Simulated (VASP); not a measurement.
Write the native input for VASP 6.6.1 that does the following.

```yaml
Task: single point
Functional: LDA
Potentials_or_basis: VASP PAW LDA potentials, release 64 (Ag_sv_GW)
Cutoff: 470 eV
k_mesh: 13 × 13 × 13
Occupations: fermi-dirac, width 0.05 eV
Spin: no spin polarisation
Dipole_correction: no
k_mesh_for_the_DOS: 20 × 20 × 20
Occupations_for_the_DOS: tetrahedron
Further_INCAR_settings: ALGO = Normal; EDIFF = 1e-06; NBANDS = 26
```

The system is Ag.

```
CELL_PARAMETERS angstrom
0.00000 2.18473 2.18473
2.18473 0.00000 2.18473
2.18473 2.18473 0.00000
ATOMIC_POSITIONS crystal
Ag 0.87500 0.87500 0.87500
Ag 0.12500 0.12500 0.12500
```

This isn't the form of Ag at room conditions, which is fcc.

These files were run (other wordings do the same):

POSCAR

```
Ag
1.0
    0.0000000000      2.1847326037      2.1847326037
    2.1847326037      0.0000000000      2.1847326037
    2.1847326037      2.1847326037      0.0000000000
Ag
2
Direct
   -0.1250000000     -0.1250000000     -0.1250000000
    0.1250000000      0.1250000000      0.1250000000
```

INCAR.step1

```
PREC = Accurate
ENCUT = 470
EDIFF = 1E-6
ISMEAR = -1
SIGMA = 0.05
LREAL = F
LASPH = T
NELM = 120
ALGO = Normal
ISIF = 2
LWAVE = F
LCHARG = T
LMAXMIX = 4
NBANDS = 26
GGA_COMPAT = F
NEDOS = 2001
LORBIT = 11
```

KPOINTS.step1

```
Automatic mesh
0
Gamma
  13 13 13
```

INCAR.step2

```
PREC = Accurate
ENCUT = 470
EDIFF = 1E-6
ISMEAR = -5
SIGMA = 0.05
LREAL = F
LASPH = T
NELM = 120
ALGO = Normal
ISIF = 2
LWAVE = F
LCHARG = F
LMAXMIX = 4
LORBIT = 10
NBANDS = 26
NEDOS = 2001
ICHARG = 11
GGA_COMPAT = F
```

KPOINTS.step2

```
Automatic mesh
0
Gamma
  20 20 20
```

Potentials or basis: VASP PAW LDA potentials, release 64 (Ag_sv_GW).

Command:

```sh
$ cat potpaw_LDA.64/Ag_sv_GW/POTCAR > POTCAR
$ cp INCAR.step1 INCAR
$ cp KPOINTS.step1 KPOINTS
$ mpirun -np 1 vasp_std > vasp.out
$ cp INCAR.step2 INCAR
$ cp KPOINTS.step2 KPOINTS
$ mpirun -np 1 vasp_std > vasp.out
```

It gave:

```json
{
  "Valence electrons inside the program's atomic spheres": "Ag 17.86"
}
```

Caveat: atoms lie so close that the PAW spheres overlap strongly, which falsifies energies and pressures.

It took 2 min on 1 thread of AMD EPYC 7R13 Processor (Zen 3) (shared host), peak memory 0.21 GiB.
